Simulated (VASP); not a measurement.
# S (P4_2/mnm) in VASP: notebook, part 3 of 3

VASP 6.6.1. Earlier steps stand in the parts before.

**5. Single point, PBEsol**

This run uses another cell than the first one, of 21.40 Å³/atom, 1.604 times its volume.

The input, INCAR:

```
  PREC = Accurate
  ENCUT = 520
  EDIFF = 1E-6
  ISMEAR = 0
  SIGMA = 0.05
  LREAL = F
  LASPH = T
  NELM = 100
  ALGO = Normal
  ISIF = 2
  LWAVE = F
  LCHARG = F
  GGA = PS
  NBANDS = 20
```

The input, KPOINTS:

```
Automatic mesh
0
Gamma
  4 4 7
```

The input, POSCAR:

```
S
1.0
    5.3981225034      0.0000000000      0.0000000000
    0.0000000000      5.3981225034      0.0000000000
    0.0000000000      0.0000000000      2.9371377575
S
4
Direct
    0.8758162673      0.8758162673      0.5000000000
    0.1241837327      0.1241837327      0.5000000000
    0.3758162673      0.6241837327      0.0000000000
    0.6241837327      0.3758162673      0.0000000000
```

Potentials or basis: VASP PAW PBE potentials, release 64 (S).

Command:

```sh
cat potpaw_PBE.64/S/POTCAR > POTCAR
mpirun -np 1 vasp_std > vasp.out
```

OUTCAR:

```text
PREC = Accurate
   ENCUT = 520
   EDIFF = 1E-6
   ISMEAR = 0
   LREAL = F
   LASPH = T
   NELM = 100
   ISIF = 2
   GGA = PS

 ion  position               nearest neighbor table
   1  0.876  0.876  0.500-   2 1.90
   2  0.124  0.124  0.500-   1 1.90
   3  0.376  0.624  0.000-   4 1.90
   4  0.624  0.376  0.000-   3 1.90

  LATTYP: Found a simple tetragonal cell.
 ALAT       =     5.3981225034
 C/A-ratio  =     0.5441035759

  Lattice vectors:

 A1 = (   5.3981225034,   0.0000000000,   0.0000000000)
 A2 = (   0.0000000000,   5.3981225034,   0.0000000000)
 A3 = (   0.0000000000,   0.0000000000,   2.9371377575)

Analysis of symmetry for initial positions (statically):
=====================================================================
 Subroutine PRICEL returns:
 Original cell was already a primitive cell.

 Routine SETGRP: Setting up the symmetry group for a
 simple tetragonal supercell.

 Subroutine GETGRP returns: Found 16 space group operations
 (whereof  8 operations were pure point group operations)
 out of a pool of 16 trial point group operations.

The static configuration has the point symmetry D_2h.
 The point group associated with its full space group is D_4h.

Analysis of symmetry for dynamics (positions and initial velocities):
=====================================================================
 Subroutine PRICEL returns:
 Original cell was already a primitive cell.

 Routine SETGRP: Setting up the symmetry group for a
 simple tetragonal supercell.

 Subroutine GETGRP returns: Found 16 space group operations
 (whereof  8 operations were pure point group operations)
 out of a pool of 16 trial point group operations.

The dynamic configuration has the point symmetry D_2h.
 The point group associated with its full space group is D_4h.

 Subroutine INISYM returns: Found 16 space group operations
 (whereof  8 operations are pure point group operations),
 and found     1 'primitive' translations

----------------------------------------------------------------------------------------

                                     Primitive cell

  volume of cell :      85.5874

  direct lattice vectors                    reciprocal lattice vectors
     5.398122503  0.000000000  0.000000000     0.185249594  0.000000000  0.000000000
     0.000000000  5.398122503  0.000000000     0.000000000  0.185249594  0.000000000
     0.000000000  0.000000000  2.937137757     0.000000000  0.000000000  0.340467517

  length of vectors
     5.398122503  5.398122503  2.937137757     0.185249594  0.185249594  0.340467517

  position of ions in fractional coordinates (direct lattice)
     0.875816267  0.875816267  0.500000000
     0.124183733  0.124183733  0.500000000
     0.375816267  0.624183733  0.000000000
     0.624183733  0.375816267  0.000000000

  ion indices of the primitive-cell ions
   primitive index   ion index
                 1           1
                 2           2
                 3           3
                 4           4

----------------------------------------------------------------------------------------

 KPOINTS: Automatic mesh

Automatic generation of k-mesh.
 Grid dimensions read from file:
 generate k-points for:    4    4    7

 Generating k-lattice:

  Cartesian coordinates                     Fractional coordinates (reciprocal lattice)
     0.046312398  0.000000000  0.000000000     0.250000000  0.000000000  0.000000000
     0.000000000  0.046312398  0.000000000     0.000000000  0.250000000  0.000000000
     0.000000000  0.000000000  0.048638217     0.000000000  0.000000000  0.142857143

  Length of vectors
     0.046312398  0.046312398  0.048638217

  Shift w.r.t. Gamma in fractional coordinates (k-lattice)
     0.000000000  0.000000000  0.000000000

 Subroutine IBZKPT returns following result:
 ===========================================

 Found     24 irreducible k-points:

 Following reciprocal coordinates:
            Coordinates               Weight
  0.000000  0.000000  0.000000      1.000000
  0.250000  0.000000  0.000000      4.000000
  0.500000  0.000000  0.000000      2.000000
  0.250000  0.250000  0.000000      4.000000
  0.500000  0.250000  0.000000      4.000000
  0.500000  0.500000  0.000000      1.000000
[... 16 lines left out ...]
  0.500000  0.250000  0.428571      8.000000
  0.500000  0.500000  0.428571      2.000000
   k-points           NKPTS =     24   k-points in BZ     NKDIM =     24   number of bands    NBANDS=     20
   number of dos      NEDOS =    301   number of ions     NIONS =      4
   total plane-waves  NPLWV =  38400
   dimension x,y,z NGX =    40 NGY =   40 NGZ =   24
   dimension x,y,z NGXF=    80 NGYF=   80 NGZF=   48
   ions per type =               4
   NGX,Y,Z   is equivalent  to a cutoff of  12.32, 12.32, 13.58 a.u.
   NGXF,Y,Z  is equivalent  to a cutoff of  24.64, 24.64, 27.17 a.u.
 SYSTEM =  unknown system
   PREC   = accura    normal or accurate (medium, high low for compatibility)
   ISTART =      0    job   : 0-new  1-cont  2-samecut
   ICHARG =      2    charge: 1-file 2-atom 10-const
   ISPIN  =      1    spin polarized calculation?
   LNONCOLLINEAR =      F non collinear calculations
   LSORBIT =      F    spin-orbit coupling
   LASPH  =      T    aspherical Exc in radial PAW
   ENCUT  =  520.0 eV  38.22 Ry    6.18 a.u.  10.04 10.04  5.46*2*pi/ulx,y,z
   NELM   =    100;   NELMIN=  2; NELMDL= -5     # of ELM steps
   EDIFF  = 0.1E-05   stopping-criterion for ELM
   LREAL  =      F    real-space projection
   EDIFFG = 0.1E-04   stopping-criterion for IOM
   NSW    =      0    number of steps for IOM
   IBRION =     -1    ionic relax: 0-MD 1-quasi-New 2-CG
   NFREE  =      0    steps in history (QN), initial steepest desc. (CG)
   ISIF   =      2    stress and relaxation
   ISYM   =      2    0-nonsym 1-usesym 2-fastsym
   POTIM  = 0.5000    time-step for ionic-motion
   TEBEG  =    0.0;   TEEND  =   0.0 temperature during run
   PSTRESS=    0.0 pullay stress
   NELECT =      24.0000    total number of electrons
   NUPDOWN=      -1.0000    fix difference up-down
   EMIN   =  10.00;   EMAX   =-10.00  energy-range for DOS
   EFERMI =   0.00;   METHOD = LEGACY
   ISMEAR =     0;   SIGMA  =   0.05  broadening in eV -4-tet -1-fermi 0-gaus
   EFERMI_NEDOS =   21; number of points for ismear=-14 and -15
   IALGO  =     38    algorithm
   IMIX   =      4    mixing-type and parameters
     AMIX     =   0.40;   BMIX     =  1.00
     AMIX_MAG =   1.60;   BMIX_MAG =  1.00
  volume/ion in A,a.u.               =      21.40       144.39
  Fermi-wavevector in a.u.,A,eV,Ry     =   1.071541  2.024918 15.622201  1.148199
  Thomas-Fermi vector in A             =   2.207284
   LORBIT       =      0    0 simple, 1 ext, 2 COOP (PROOUT), +10 PAW based schemes
   GGA     = PS    functional components
   LHFCALC =     F    Hartree Fock is set to
   AEXX    =    0.0000 exact exchange contribution
   IVDW    =     0    specifies the selected vdW correction
   LEPSILON=     F    determine dielectric tensor
   LRPA    =     F    only Hartree local field effects (RPA)
 non-spin polarized calculation
 Gauss-broadening in eV      SIGMA  =   0.05
  energy-cutoff  :      520.00
  volume of cell :       85.59
 maximum number of plane-waves:      2332
   NGX = 21   NGY = 21   NGZ = 11

 number of electron      23.9999995 magnetization

 Free energy of the ion-electron system (eV)
  ---------------------------------------------------
  ext. energy  EPLUGINS =         0.00000000
  ---------------------------------------------------
  free energy    TOTEN  =       -16.43083894 eV

  energy without entropy =      -16.42984633  energy(sigma->0) =      -16.43034263

 E-fermi :   3.7194     XC(G=0):  -9.5611

 val. band max:        3.6980708538   @ k =   0.5000   0.5000   0.1429
 cond. band min:       3.7998012506   @ k =   0.2500   0.2500   0.4286
 fundamental gap:      0.1017303969
 Fermi energy:         3.7194287428

 k-point     1 :       0.0000    0.0000    0.0000
  band No.  band energies     occupation
      1     -12.7357      2.00000
      2     -11.8266      2.00000
      3      -6.9263      2.00000
      4      -6.9263      2.00000
      5      -1.4968      2.00000
      6      -1.0788      2.00000
[... 12 lines left out ...]
     19      12.0487      0.00000
[... 513 lines left out ...]
      4      -5.7329      2.00000
      5      -2.1729      2.00000
      6      -2.1729      2.00000
[... 12 lines left out ...]
     19      11.6795      0.00000
     20      11.6795      0.00000

------------------------ aborting loop because EDIFF is reached ----------------------------------------

  FORCE on cell =-STRESS in cart. coord.  units (eV):
  Direction    XX          YY          ZZ          XY          YZ          ZX
  --------------------------------------------------------------------------------------
  -------------------------------------------------------------------------------------
  Total       -0.3823566     -0.3823566     -0.0096584      0.0000000      0.0000000      0.0000000
  in kB       -7.1576330     -7.1576330     -0.1808040      0.0000000      0.0000000      0.0000000
  external PRESSURE =      -4.8320234 kB  Pullay stress =       0.0000000 kB

 VOLUME and BASIS-vectors are now :
 -----------------------------------------------------------------------------
  energy-cutoff  :      520.00
  volume of cell :       85.59
      direct lattice vectors                 reciprocal lattice vectors
     5.398122503  0.000000000  0.000000000     0.185249594  0.000000000  0.000000000
     0.000000000  5.398122503  0.000000000     0.000000000  0.185249594  0.000000000
     0.000000000  0.000000000  2.937137757     0.000000000  0.000000000  0.340467517

 POSITION                                       TOTAL-FORCE (eV/Angst)
 -----------------------------------------------------------------------------------
      4.72776      4.72776      1.46857         0.142394      0.142394      0.000000
      0.67036      0.67036      1.46857        -0.142394     -0.142394      0.000000
      2.02870      3.36942      0.00000         0.142394     -0.142394      0.000000
      3.36942      2.02870      0.00000        -0.142394      0.142394      0.000000
 -----------------------------------------------------------------------------------
    total drift:                               -0.000000     -0.000000      0.000000

  FREE ENERGIE OF THE ION-ELECTRON SYSTEM (eV)
  ---------------------------------------------------
  free  energy   TOTEN  =       -16.4308389369 eV

  energy  without entropy=      -16.4298463304  energy(sigma->0) =      -16.43034263
```

It took 19 s on 1 thread of Intel Xeon Platinum 8375C at 2.90GHz (Ice Lake), shared host; peak memory 0.19 GiB.

Results:

```yaml
Free_energy: -16.4308 eV
Pressure: -0.5 GPa
Largest_force: 0.201 eV/Å
Band_gap_on_the_k_mesh: zero (band 12 reaches 5.27 eV, above the bottom of band 13 at 3.08 eV)
```

Forces in eV/Å, atoms in the order of the input:
```
S    0.142  0.142  0.000
S   -0.142 -0.142  0.000
S    0.142 -0.142  0.000
S   -0.142  0.142  0.000
```

Levels at points of the mesh, in eV from the Fermi level:
| k point | band 9 | band 10 | band 11 | band 12 | band 13 | band 14 | band 15 | band 16 |
| --- | --- | --- | --- | --- | --- | --- | --- | --- |
| (0.00, 0.00, 0.00) | -2.81 | -0.93 | -0.12 | 1.55 | 2.99 | 2.99 | 5.09 | 5.09 |
| (0.50, 0.00, 0.00) | -0.55 | -0.55 | -0.55 | -0.55 | 3.02 | 3.02 | 3.54 | 3.54 |
| (0.50, 0.50, 0.00) | -0.52 | -0.52 | -0.19 | -0.19 | 2.92 | 2.92 | 4.58 | 4.58 |

Caveat: the PAW data sets were made with another functional, which shifts forces and pressure a little.

**6. The runs side by side**

| cell | gap on the mesh (eV) | pressure (GPa) | largest force (eV/Å) |
| --- | --- | --- | --- |
| a = 4.703, b = 4.703, c = 2.411 Å, 4 atoms | none | 29.5 | 0.14 |
| a = 4.835, b = 4.835, c = 2.476 Å, 4 atoms | none | 19.5 | 0.16 |
| a = 5.024, b = 5.024, c = 2.545 Å, 4 atoms | none | 9.5 | 0.16 |
| a = 5.398, b = 5.398, c = 2.937 Å, 4 atoms | none | -0.5 | 0.20 |

Alike in all rows: task single point; level PBEsol; potentials or basis VASP PAW PBE potentials, release 64 (S); no spin polarisation; k mesh 4 × 4 × 7; cutoff (eV) 520; smearing gaussian 0.05 eV.

Caveats: some runs use coarse meshes; the PAW data sets were made with another functional, which shifts forces and pressure a little.

Total energies depend on the potentials used, so only differences within one code and one set of settings carry meaning.
